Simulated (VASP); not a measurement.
Set up this calculation in VASP 6.6.1, as the native input.

- Task: single point
- Functional: PBE
- Potentials or basis: VASP PAW PBE potentials, release 64 (Li_sv, O)
- Cutoff: 750 eV
- k mesh: 8 × 8 × 8
- Occupations: gaussian, width 0.01 eV
- Spin: collinear spin, zero start
- Starting moments: [0.0, 0.0, 0.0] μB
- Dipole correction: no
- Further INCAR settings: ALGO = Normal; EDIFF = 1e-06; NBANDS = 17

The structure of Li2O lies in POSCAR:

```
Li2O
1.0
    0.0000000000      2.3131459716      2.3131459716
    2.3131459716      0.0000000000      2.3131459716
    2.3131459716      2.3131459716      0.0000000000
Li O
2 1
Direct
    0.7500000000      0.7500000000      0.7500000000
    0.2500000000      0.2500000000      0.2500000000
    0.5000000000      0.5000000000      0.5000000000
```

The input as run:

INCAR

```
PREC     = Accurate       # precision mode
ENCUT    = 750            # plane-wave cutoff, eV
EDIFF    = 1E-6           # SCF threshold, eV
ISMEAR   = 0              # smearing method
SIGMA    = 0.01           # smearing width, eV
LREAL    = F              # projectors in reciprocal space
LASPH    = T              # aspherical terms in the spheres
NELM     = 200            # most SCF steps
ALGO     = Normal         # electronic algorithm
ISIF     = 2              # what is computed and relaxed
LWAVE    = F              # write WAVECAR
LCHARG   = F              # write CHGCAR
ISPIN    = 2              # spin polarisation
MAGMOM   = 0 0 0          # initial moments
LORBIT   = 11             # projections on sites
GGA      = PE             # functional
NBANDS   = 17             # bands
GGA_COMPAT= F
```

KPOINTS

```
regular mesh
0
Gamma
  8 8 8
```

Potentials or basis: VASP PAW PBE potentials, release 64 (Li_sv, O).

Launch:

```console
$ cat potpaw_PBE.64/Li_sv/POTCAR potpaw_PBE.64/O/POTCAR > POTCAR
$ mpirun -np 1 vasp_std > vasp.out
```

It gave:

| Item | Value |
| --- | --- |
| Pressure | -0.3 GPa |
| Band gap on the k mesh | 4.97 eV (least direct gap 5.23 eV) |
| Net moment | 0.00 μB per cell |
| Valence electrons inside the program's atomic spheres | Li 2.12; O 5.03 |

It took 20 s on 1 thread of Intel(R) Xeon(R) 6975P-C (Granite Rapids) (shared host), peak memory 0.19 GiB.
